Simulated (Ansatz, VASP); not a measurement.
BaCr: VASP beside Ansatz

```
Ba Cr
1.0
     0.00000    2.92695    2.92695
     2.92695    0.00000    2.92695
     2.92695    2.92695    0.00000
Ba Cr
1 1
Cartesian
  0.0000 0.0000 0.0000
  2.9269 2.9269 2.9269
```

Alike in both runs: task relaxation of cell and atoms; functional PBE; k mesh 6 × 6 × 6; occupations gaussian, width 0.1 eV; collinear spin.

|  | VASP | Ansatz |
| --- | --- | --- |
| version | VASP 6.6.1 | Ansatz 0.2.0 |
| potentials or method | VASP PAW PBE potentials, release 64 (Ba_sv, Cr_pv), cutoff 600 eV | scalar-relativistic, plane waves, PAW |
| valence electrons in the cell | 22 | 24 |

```tsv
	VASP	Ansatz	Ansatz less VASP
gap on the k mesh at the Fermi level, each at its own relaxed structure (eV)	none	none	-
net moment per atom (μB)	2.34	2.34	-0.001
size of the moment on the site where the two differ most (μB)	4.09	4.40	+0.315
relaxed volume (Å³/atom)	41.71	41.50	-0.216
relaxed length of the cell vector where the two differ most in proportion (Å)	4.905	4.896	-0.0085
```

Site moments also hang on the region over which each program counts them. A gap of «none» marks a metal or a gap that the smearing closes. VASP's potentials hold 22 valence electrons a cell and Ansatz's 24, so a difference there can come from the potentials and not from the codes.

Spin-orbit coupling is off throughout. Noted on VASP's run: the volume moved by over 15 % at a fixed basis, so the end points are rough.
